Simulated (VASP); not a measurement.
# Hf (Pm-3m) in VASP: a series of runs

Runs on Hf. Level: PBEsol. Tasks: single point.

Program: VASP 6.6.1. These are calculated values, not measurements. Logs are shortened: lines on timing, memory, paths and dates and some standing lists are left out, and cuts for length are marked.

## (1) The cell of the first run

The structure is cubic, space group Pm-3m (No. 221). Conventional cell: a = 2.866 Å, b = 2.866 Å, c = 2.866 Å, α = 90.00°, β = 90.00°, γ = 90.00°. Hf (site symmetry m-3m) has 6 Hf at 2.87 Å within 3.8 Å.

This isn't the form of Hf at room conditions, which is hcp.

## (2) Single point, PBEsol (23.53 Å³/atom)

Contents of INCAR:

```
SYSTEM = Hf
PREC = Accurate
ENCUT = 520
EDIFF = 1E-6
ISMEAR = -1
SIGMA = 0.1
LREAL = .FALSE.
LASPH = .TRUE.
NELM = 60
ALGO = Normal
ISIF = 2
LWAVE = .FALSE.
LCHARG = .FALSE.
GGA = PS
NBANDS = 11
```

Contents of KPOINTS:

```
regular mesh
0
G
  12 12 12
  0 0 0
```

Contents of POSCAR:

```
Hf
1.0
    2.8657349766      0.0000000000      0.0000000000
    0.0000000000      2.8657349766      0.0000000000
    0.0000000000      0.0000000000      2.8657349766
Hf
1
Direct
    0.0000000000      0.0000000000      0.0000000000
```

Potentials or basis: VASP PAW PBE potentials, release 64 (Hf_pv).

Started as:

```
$ cat potpaw_PBE.64/Hf_pv/POTCAR > POTCAR
$ mpirun -np 1 vasp_std > vasp.out
```

OUTCAR:

```text
SYSTEM = Hf
   PREC = Accurate
   ENCUT = 520
   EDIFF = 1E-6
   ISMEAR = -1
   LREAL = .FALSE.
   LASPH = .TRUE.
   NELM = 60
   ISIF = 2
   GGA = PS

 ion  position               nearest neighbor table
   1  0.000  0.000  0.000-

  LATTYP: Found a simple cubic cell.
 ALAT       =     2.8657349766

  Lattice vectors:

 A1 = (   2.8657349766,   0.0000000000,   0.0000000000)
 A2 = (   0.0000000000,   2.8657349766,   0.0000000000)
 A3 = (   0.0000000000,   0.0000000000,   2.8657349766)

Analysis of symmetry for initial positions (statically):
=====================================================================
 Subroutine PRICEL returns:
 Original cell was already a primitive cell.

 Routine SETGRP: Setting up the symmetry group for a
 simple cubic supercell.

 Subroutine GETGRP returns: Found 48 space group operations
 (whereof 48 operations were pure point group operations)
 out of a pool of 48 trial point group operations.

The static configuration has the point symmetry O_h .

Analysis of symmetry for dynamics (positions and initial velocities):
=====================================================================
 Subroutine PRICEL returns:
 Original cell was already a primitive cell.

 Routine SETGRP: Setting up the symmetry group for a
 simple cubic supercell.

 Subroutine GETGRP returns: Found 48 space group operations
 (whereof 48 operations were pure point group operations)
 out of a pool of 48 trial point group operations.

The dynamic configuration has the point symmetry O_h .

 Subroutine INISYM returns: Found 48 space group operations
 (whereof 48 operations are pure point group operations),
 and found     1 'primitive' translations

----------------------------------------------------------------------------------------

                                     Primitive cell

  volume of cell :      23.5347

  direct lattice vectors                    reciprocal lattice vectors
     2.865734977  0.000000000  0.000000000     0.348950621  0.000000000  0.000000000
     0.000000000  2.865734977  0.000000000     0.000000000  0.348950621  0.000000000
     0.000000000  0.000000000  2.865734977     0.000000000  0.000000000  0.348950621

  length of vectors
     2.865734977  2.865734977  2.865734977     0.348950621  0.348950621  0.348950621

[... 82 lines left out ...]
   IBRION =     -1    ionic relax: 0-MD 1-quasi-New 2-CG
   NFREE  =      0    steps in history (QN), initial steepest desc. (CG)
   ISIF   =      2    stress and relaxation
   ISYM   =      2    0-nonsym 1-usesym 2-fastsym
   POTIM  = 0.5000    time-step for ionic-motion
   TEBEG  =    0.0;   TEEND  =   0.0 temperature during run
   PSTRESS=    0.0 pullay stress
   NELECT =      10.0000    total number of electrons
   NUPDOWN=      -1.0000    fix difference up-down
   EMIN   =  10.00;   EMAX   =-10.00  energy-range for DOS
   EFERMI =   0.00;   METHOD = LEGACY
   ISMEAR =    -1;   SIGMA  =   0.10  broadening in eV -4-tet -1-fermi 0-gaus
   EFERMI_NEDOS =   21; number of points for ismear=-14 and -15
   IALGO  =     38    algorithm
   IMIX   =      4    mixing-type and parameters
     AMIX     =   0.40;   BMIX     =  1.00
     AMIX_MAG =   1.60;   BMIX_MAG =  1.00
  volume/ion in A,a.u.               =      23.53       158.82
  Fermi-wavevector in a.u.,A,eV,Ry     =   1.230757  2.325793 20.609582  1.514762
  Thomas-Fermi vector in A             =   2.365593
   LORBIT       =      0    0 simple, 1 ext, 2 COOP (PROOUT), +10 PAW based schemes
   GGA     = PS    functional components
   LHFCALC =     F    Hartree Fock is set to
   AEXX    =    0.0000 exact exchange contribution
   IVDW    =     0    specifies the selected vdW correction
   LEPSILON=     F    determine dielectric tensor
   LRPA    =     F    only Hartree local field effects (RPA)
 non-spin polarized calculation
  energy-cutoff  :      520.00
  volume of cell :       23.53
 maximum number of plane-waves:       655
 NGX is ok and might be reduce to    24
   NGX = 11   NGY = 11   NGZ = 11

 number of electron      10.0000000 magnetization

 number of electron       9.9999998 magnetization

 Free energy of the ion-electron system (eV)
  ---------------------------------------------------
  ext. energy  EPLUGINS =         0.00000000
  ---------------------------------------------------
  free energy    TOTEN  =        -9.43970112 eV

  energy without entropy =       -9.38513102  energy(sigma->0) =       -9.41241607

 E-fermi :   3.9761     XC(G=0): -11.0693

 val. band max:        3.9370868565   @ k =   0.4167   0.0833   0.0000
 cond. band min:       3.9853505244   @ k =   0.5000   0.3333   0.1667
 fundamental gap:      0.0482636679
 Fermi energy:         3.9761264536

 k-point     1 :       0.0000    0.0000    0.0000
  band No.  band energies     occupation
      1     -25.7976      2.00000
      2     -25.7976      2.00000
      3     -25.7976      2.00000
      4      -2.6665      2.00000
      5       2.4345      2.00000
      6       2.4345      2.00000
      7      10.7880      0.00000
      8      10.7880      0.00000
      9      10.7880      0.00000
     10      17.1771      0.00000
     11      17.2683      0.00000
[... 309 lines left out ...]
 k-point    24 :       0.4167    0.3333    0.0000
  band No.  band energies     occupation
      1     -26.7000      2.00000
      2     -26.4930      2.00000
      3     -25.6364      2.00000
      4       1.5061      2.00000
      5       2.8056      1.99998
      6       6.7029      0.00000
      7       7.8500      0.00000
      8       7.8518      0.00000
      9       8.5046      0.00000
     10      13.8033      0.00000
     11      16.6985      0.00000

 [... further k-points ...]

------------------------ aborting loop because EDIFF is reached ----------------------------------------

  FORCE on cell =-STRESS in cart. coord.  units (eV):
  Direction    XX          YY          ZZ          XY          YZ          ZX
  --------------------------------------------------------------------------------------
  -------------------------------------------------------------------------------------
  Total        0.0021833      0.0021833      0.0021833      0.0000000      0.0000000      0.0000000
  in kB        0.1486346      0.1486346      0.1486346      0.0000000      0.0000000      0.0000000
  external PRESSURE =       0.1486346 kB  Pullay stress =       0.0000000 kB

 VOLUME and BASIS-vectors are now :
 -----------------------------------------------------------------------------
  energy-cutoff  :      520.00
  volume of cell :       23.53
      direct lattice vectors                 reciprocal lattice vectors
     2.865734977  0.000000000  0.000000000     0.348950621  0.000000000  0.000000000
     0.000000000  2.865734977  0.000000000     0.000000000  0.348950621  0.000000000
     0.000000000  0.000000000  2.865734977     0.000000000  0.000000000  0.348950621

 POSITION                                       TOTAL-FORCE (eV/Angst)
 -----------------------------------------------------------------------------------
      0.00000      0.00000      0.00000         0.000000      0.000000      0.000000
 -----------------------------------------------------------------------------------
    total drift:                                0.000000      0.000000      0.000000

  FREE ENERGIE OF THE ION-ELECTRON SYSTEM (eV)
  ---------------------------------------------------
  free  energy   TOTEN  =        -9.4397011179 eV

  energy  without entropy=       -9.3851310188  energy(sigma->0) =       -9.41241607
```

OSZICAR:

```text
N       E                     dE             d eps       ncg     rms          rms(c)
DAV:   1     0.131628180744E+02    0.13163E+02   -0.57252E+03  1856   0.834E+02
DAV:   2    -0.919767288361E+01   -0.22360E+02   -0.21594E+02  2339   0.151E+02
DAV:   3    -0.970885730129E+01   -0.51118E+00   -0.49876E+00  2270   0.153E+01
DAV:   4    -0.971158864976E+01   -0.27313E-02   -0.27306E-02  2115   0.138E+00
DAV:   5    -0.971160999651E+01   -0.21347E-04   -0.21344E-04  2341   0.103E-01    0.339E+01
DAV:   6    -0.950003696458E+01    0.21157E+00   -0.20586E-01  2118   0.298E+00    0.201E+01
DAV:   7    -0.944438415529E+01    0.55653E-01   -0.26530E-01  2225   0.327E+00    0.101E+00
DAV:   8    -0.943965135918E+01    0.47328E-02   -0.24699E-02  2075   0.101E+00    0.247E-01
DAV:   9    -0.943970169429E+01   -0.50335E-04   -0.41287E-04  2236   0.166E-01    0.620E-02
DAV:  10    -0.943970227516E+01   -0.58087E-06   -0.22605E-05  2203   0.360E-02    0.330E-02
DAV:  11    -0.943970111824E+01    0.11569E-05   -0.50269E-06  2238   0.155E-02    0.237E-03
DAV:  12    -0.943970111792E+01    0.32151E-09   -0.70959E-08  1344   0.243E-03
   1 F= -.94397011E+01 E0= -.94124161E+01  d E =-.545701E-01
```

Run time: 8.7 s. Hardware: 1 thread of Intel Xeon Platinum 8375C at 2.90GHz (Ice Lake), shared host; peak memory 0.15 GiB.

What came out:

* Free energy: -9.4397 eV
* Pressure: 0.0 GPa
* Band gap on the k mesh: zero (bands 5 and 6 overlap by 2.48 eV)

Levels at points of the mesh, in eV from the Fermi level:
```
           k point  band 3  band 4  band 5  band 6  band 7  band 8
(0.00, 0.00, 0.00)  -29.77   -6.64   -1.54   -1.54    6.81    6.81
(0.50, 0.00, 0.00)  -29.68   -3.20   -0.59    0.01    3.15    3.15
(0.50, 0.50, 0.00)  -29.58   -3.07   -0.63    3.94    3.94    4.72
(0.50, 0.50, 0.50)  -30.57   -1.43   -1.43   -1.43    6.95    9.49
```

Caveat: the PAW data sets were made with another functional, which shifts forces and pressure a little; spin-orbit coupling is left out, which moves the levels of the heavy elements.

## (3) Single point, PBEsol (24.48 Å³/atom)

This run uses another cell than the first one, of 24.48 Å³/atom.

Contents of INCAR:

```
PREC = Accurate
ENCUT = 520
EDIFF = 1E-7
ISMEAR = -1
SIGMA = 0.1
LREAL = False
LASPH = True
NELM = 100
ALGO = Normal
ISIF = 2
LWAVE = False
LCHARG = False
GGA = PS
NBANDS = 11
```

Contents of KPOINTS:

```
Automatic mesh
0
Gamma
  12 12 12
```

Contents of POSCAR:

```
Hf
1.0
    2.9034463404      0.0000000000      0.0000000000
    0.0000000000      2.9034463404      0.0000000000
    0.0000000000      0.0000000000      2.9034463404
Hf
1
Direct
    0.0000000000      0.0000000000      0.0000000000
```

Potentials or basis: VASP PAW PBE potentials, release 64 (Hf_pv).

Started as:

```
$ cat potpaw_PBE.64/Hf_pv/POTCAR > POTCAR
$ mpirun -np 1 vasp_std > vasp.out
```

It took 8.9 s on 1 thread of Intel Xeon Platinum 8375C at 2.90GHz (Ice Lake), shared host; peak memory 0.15 GiB.

The run converged. Its results:

```yaml
Free_energy: -9.4310 eV
Pressure: -2.9 GPa
Band_gap_on_the_k_mesh: zero (bands 5 and 6 overlap by 2.35 eV)
```

Levels at points of the mesh, in eV from the Fermi level:
```csv
k point,band 1,band 2,band 3,band 4,band 5,band 6,band 7,band 8,band 9,band 10
"(0.00, 0.00, 0.00)",-29.90,-29.90,-29.90,-6.53,-1.44,-1.44,6.53,6.53,6.53,12.93
"(0.50, 0.00, 0.00)",-30.86,-29.81,-29.81,-3.17,-0.53,-0.05,3.07,3.07,6.91,9.68
"(0.50, 0.50, 0.00)",-30.73,-30.73,-29.73,-2.88,-0.64,3.81,3.81,4.49,4.49,8.81
"(0.50, 0.50, 0.50)",-30.61,-30.61,-30.61,-1.31,-1.31,-1.31,6.94,9.06,9.06,10.03
```

Caveat: the PAW data sets were made with another functional, which shifts forces and pressure a little; spin-orbit coupling is left out, which moves the levels of the heavy elements.

## (4) Single point, PBEsol (25.42 Å³/atom)

This run uses another cell than the first one, of 25.42 Å³/atom.

Contents of INCAR:

```
  PREC = Accurate
  ENCUT = 520
  EDIFF = 1E-6
  ISMEAR = -1
  SIGMA = 0.1
  LREAL = False
  LASPH = True
  NELM = 100
  ALGO = Normal
  ISIF = 2
  LWAVE = False
  LCHARG = False
  GGA = PS
  NBANDS = 11
```

Contents of KPOINTS:

```
regular mesh
0
Gamma
  12 12 12
```

Contents of POSCAR:

```
Hf
1.0
    2.9402027278      0.0000000000      0.0000000000
    0.0000000000      2.9402027278      0.0000000000
    0.0000000000      0.0000000000      2.9402027278
Hf
1
Direct
    0.0000000000      0.0000000000      0.0000000000
```

Started as:

```
$ cat potpaw_PBE.64/Hf_pv/POTCAR > POTCAR
$ mpirun -np 1 vasp_std > vasp.out
```

Wall time 8.8 s (1 thread of Intel Xeon Platinum 8375C at 2.90GHz (Ice Lake), shared host); peak memory 0.15 GiB.

It converged, with:

- Free energy: -9.4065 eV
- Pressure: -5.4 GPa
- Band gap on the k mesh: zero (bands 5 and 6 overlap by 2.24 eV)

Levels at points of the mesh, in eV from the Fermi level:
```
           k point  band 3  band 4  band 5  band 6  band 7  band 8
(0.00, 0.00, 0.00)  -30.02   -6.41   -1.35   -1.35    6.27    6.27
(0.50, 0.00, 0.00)  -29.94   -3.14   -0.49   -0.10    2.99    2.99
(0.50, 0.50, 0.00)  -29.87   -2.71   -0.65    3.69    3.69    4.28
(0.50, 0.50, 0.50)  -30.65   -1.20   -1.20   -1.20    6.93    8.67
```

Caveat: the cell stands under tension; the PAW data sets were made with another functional, which shifts forces and pressure a little; spin-orbit coupling is left out, which moves the levels of the heavy elements.

## (5) Single point, PBEsol (26.36 Å³/atom)

This run uses another cell than the first one, of 26.36 Å³/atom.

Contents of INCAR:

```
SYSTEM = Hf
PREC     = Accurate       ! precision mode
ENCUT    = 520            ! plane-wave cutoff, eV
EDIFF    = 1E-7           ! SCF threshold, eV
ISMEAR   = -1             ! smearing method
SIGMA    = 0.1            ! smearing width, eV
LREAL    = .False.        ! projectors in reciprocal space
LASPH    = .True.         ! aspherical terms in the spheres
NELM     = 80             ! most SCF steps
ALGO     = Normal         ! electronic algorithm
ISIF     = 2              ! what is computed and relaxed
LWAVE    = .False.        ! write WAVECAR
LCHARG   = .False.        ! write CHGCAR
GGA      = PS             ! functional
NBANDS   = 11             ! bands
```

Contents of KPOINTS:

```
regular mesh
0
Gamma
  12 12 12
  0 0 0
```

Contents of POSCAR:

```
Hf
1.0
    2.9760623927      0.0000000000      0.0000000000
    0.0000000000      2.9760623927      0.0000000000
    0.0000000000      0.0000000000      2.9760623927
Hf
1
Direct
    0.0000000000      0.0000000000      0.0000000000
```

Started as:

```
$ cat potpaw_PBE.64/Hf_pv/POTCAR > POTCAR
$ mpirun -np 1 vasp_std > vasp.out
```

Run time: 10 s. Hardware: 1 thread of Intel Xeon Platinum 8375C at 2.90GHz (Ice Lake), shared host; peak memory 0.15 GiB.

It converged, with:

* Free energy: -9.3685 eV
* Pressure: -7.5 GPa
* Band gap on the k mesh: zero (bands 5 and 6 overlap by 2.13 eV)

Levels at points of the mesh, in eV from the Fermi level:
```csv
k point,band 1,band 2,band 3,band 4,band 5,band 6,band 7,band 8,band 9,band 10
"(0.00, 0.00, 0.00)",-30.14,-30.14,-30.14,-6.30,-1.27,-1.27,6.02,6.02,6.02,12.27
"(0.50, 0.00, 0.00)",-30.90,-30.07,-30.07,-3.11,-0.44,-0.14,2.91,2.91,6.35,8.83
"(0.50, 0.50, 0.00)",-30.80,-30.80,-30.01,-2.55,-0.66,3.57,3.57,4.09,4.09,8.07
"(0.50, 0.50, 0.50)",-30.71,-30.71,-30.71,-1.10,-1.10,-1.10,6.92,8.29,8.29,9.13
```

Caveat: the cell stands under tension; the PAW data sets were made with another functional, which shifts forces and pressure a little; spin-orbit coupling is left out, which moves the levels of the heavy elements.

## (6) Single point, PBEsol

Contents of INCAR:

```
SYSTEM = Hf
ALGO = Normal ; EDIFF = 1E-6
ENCUT = 520 ; GGA = PS
ISIF = 2 ; ISMEAR = -1
LASPH = .True. ; LCHARG = .False.
LREAL = .False. ; LWAVE = .False.
NBANDS = 11 ; NELM = 100
PREC = Accurate ; SIGMA = 0.1
```

Contents of KPOINTS:

```
k-points
0
Gamma
  18 18 18
  0 0 0
```

Contents of POSCAR:

```
Hf
1.0
    2.8657349766      0.0000000000      0.0000000000
    0.0000000000      2.8657349766      0.0000000000
    0.0000000000      0.0000000000      2.8657349766
Hf
1
Direct
    0.0000000000      0.0000000000      0.0000000000
```

Potentials or basis: VASP PAW PBE potentials, release 64 (Hf_pv).

Started as:

```
$ cat potpaw_PBE.64/Hf_pv/POTCAR > POTCAR
$ mpirun -np 1 vasp_std > vasp.out
```

Wall time 22 s (1 thread of Intel Xeon Platinum 8375C at 2.90GHz (Ice Lake), shared host); peak memory 0.18 GiB.

The run converged. Its results:

```
Free energy            : -9.4415 eV
Pressure               : -0.3 GPa
Band gap on the k mesh : zero (bands 5 and 6 overlap by 2.38 eV)
```

Levels at points of the mesh, in eV from the Fermi level:
```tsv
k point	band 1	band 2	band 3	band 4	band 5	band 6	band 7	band 8	band 9	band 10
(0.00, 0.00, 0.00)	-29.75	-29.75	-29.75	-6.62	-1.52	-1.52	6.84	6.84	6.84	13.31
(0.50, 0.00, 0.00)	-30.83	-29.65	-29.65	-3.18	-0.56	0.03	3.17	3.17	7.24	10.17
(0.50, 0.50, 0.00)	-30.68	-30.68	-29.56	-3.05	-0.60	3.96	3.96	4.74	4.74	9.24
(0.50, 0.50, 0.50)	-30.54	-30.54	-30.54	-1.41	-1.41	-1.41	6.97	9.52	9.52	10.56
```

Caveat: the PAW data sets were made with another functional, which shifts forces and pressure a little; spin-orbit coupling is left out, which moves the levels of the heavy elements.

## (7) Summary

```tsv
cell	k mesh	gap on the mesh (eV)	pressure (GPa)
a = 2.866 Å, 1 atom	12 × 12 × 12	none	0.0
a = 2.903 Å, 1 atom	12 × 12 × 12	none	-2.9
a = 2.940 Å, 1 atom	12 × 12 × 12	none	-5.4
a = 2.976 Å, 1 atom	12 × 12 × 12	none	-7.5
a = 2.866 Å, 1 atom	18 × 18 × 18	none	-0.3
```

Alike in all rows: task single point; level PBEsol; potentials or basis VASP PAW PBE potentials, release 64 (Hf_pv); no spin polarisation; cutoff (eV) 520; smearing fermi-dirac 0.1 eV.

Caveats: the PAW data sets were made with another functional, which shifts forces and pressure a little; spin-orbit coupling is left out, which moves the levels of the heavy elements; the cell stands under tension (at least some runs).

Absolute energies hang on the potentials; compare differences alone.
